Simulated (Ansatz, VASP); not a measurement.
## Two plane-wave programs on CuAu

```
Cu Au
1.0
     2.88400    0.00000    0.00000
     0.00000    2.88400    0.00000
     0.00000    0.00000    3.67000
Cu Au
1 1
Cartesian
  1.4420 1.4420 1.8350
  0.0000 0.0000 0.0000
```

Change from the starting cell: strain +0.030 along x and y, +0.000 along z, atoms carried along.

Alike in both runs: task single point; functional PBEsol; k mesh 18 × 18 × 14; occupations gaussian, width 0.15 eV; no spin polarisation.

|  | VASP | Ansatz |
| --- | --- | --- |
| version | VASP 6.6.1 | Ansatz 0.2.0 |
| potentials or method | VASP PAW PBE potentials, release 64 (Cu, Au), cutoff 520 eV | scalar-relativistic, plane waves, PAW |
| valence electrons in the cell | 22 | 38 |

```csv
,VASP,Ansatz,Ansatz less VASP
gap on the k mesh at the Fermi level (eV),none,none,-
pressure (GPa),-10.1,-10.1,-0.02
"traceless stress, the component that is largest in VASP (GPa)",0.21,0.17,-0.038
```

VASP's potentials were made for PBE, not for PBEsol. A gap of «none» marks a metal or a gap that the smearing closes. With one functional, cell and mesh, what is left measures potentials, basis and numerics. VASP's potentials hold 22 valence electrons a cell and Ansatz's 38, so a difference there can come from the potentials and not from the codes.

Neither program's run includes spin-orbit coupling.
